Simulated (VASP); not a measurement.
Crystal: KI.

```
CELL_PARAMETERS angstrom
4.29109 0.00000 0.00000
0.00000 4.29109 0.00000
0.00000 0.00000 4.29109
ATOMIC_POSITIONS crystal
K 0.00000 0.00000 0.00000
I 0.50000 0.50000 0.50000
```

Base run:

```yaml
Program: VASP 6.6.1
Functional: r2SCAN
Potentials_or_basis: VASP PAW PBE potentials, release 64 (K_sv, I)
Cutoff: 520 eV
k_mesh: 4 × 4 × 4
Occupations: gaussian, width 0.01 eV
Spin: no spin polarisation
```

Its results: band gap on the k mesh 4.04 eV, indirect (least direct gap 4.41 eV); pressure 0.1 GPa.

Task: After a change of settings the same cell gave: band gap on the k mesh 2.99 eV, indirect (least direct gap 3.36 eV); pressure -1.6 GPa. Which change was it?
A. functional from r2SCAN to LDA; potentials or basis from VASP PAW PBE potentials, release 64 (K_sv, I) to VASP PAW LDA potentials, release 64 (K_sv, I)
B. functional from r2SCAN to PBE; further incar settings from ALGO = Normal; EDIFF = 1e-06; NBANDS = 15 to ALGO = Normal; EDIFF = 1e-07; NBANDS = 15
C. functional from r2SCAN to HSE06

Result: A.

Caveats: spin-orbit coupling is left out, which moves the levels of the heavy elements; the PAW data sets were made with another functional, which shifts forces and pressure a little (some runs).
